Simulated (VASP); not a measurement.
Here is a VASP 6.6.1 calculation.

File INCAR:

```
SYSTEM = Mg2Si3N3
ALGO = Normal
EDIFF = 1E-6
ENCUT = 600
GGA = PE
GGA_COMPAT = .False.
ISIF = 2
ISMEAR = 0
LASPH = .True.
LCHARG = .True.
LELF = .True.
LREAL = .False.
LVHAR = .True.
LWAVE = .False.
NBANDS = 26
NELM = 120
PREC = Accurate
SIGMA = 0.1
```

The input KPOINTS:

```
k-points
0
Gamma
  8 8 6
  0 0 0
```

POSCAR

```
Mg2Si3N3
1.0
    2.9144210152     -3.3510489127     -0.0008669642
    2.9144210152      3.3510489127     -0.0008669642
   -1.5719131974      0.0000000000      5.7384645283
Mg Si N
2 3 3
Direct
    0.1597203538      0.1597203538      0.3708673235
    0.6490105700      0.6490105700      0.2674119805
    0.7514946818      0.2884838115      0.7209964395
    0.2056589035      0.2056589035      0.9599301618
    0.2884838115      0.7514946818      0.7209964395
    0.4972020949      0.4972020949      0.8673697601
    0.4974085755      0.9498507671      0.5461945728
    0.9498507671      0.4974085755      0.5461945728
```

Potentials or basis: VASP PAW PBE potentials, release 64 (Mg, Si, N).

Run with:

```console
$ cat potpaw_PBE.64/Mg/POTCAR potpaw_PBE.64/Si/POTCAR potpaw_PBE.64/N/POTCAR > POTCAR
$ mpirun -np 1 vasp_std > vasp.out
```

Predict the pressure.

-0.2 GPa.

What does it give for the largest force?

0.015 eV/Å.

Estimate the band gap on the k mesh.

zero (an odd number of electrons rules out a gap without spin polarisation).

Forces in eV/Å, atoms in the order of the input:
```
Mg   0.007  0.000  0.002
Mg  -0.006  0.000  0.001
Si   0.003  0.000 -0.006
Si   0.006  0.000 -0.012
Si   0.003  0.000 -0.006
N   -0.008  0.000  0.013
N   -0.003  0.004  0.004
N   -0.003 -0.004  0.004
```
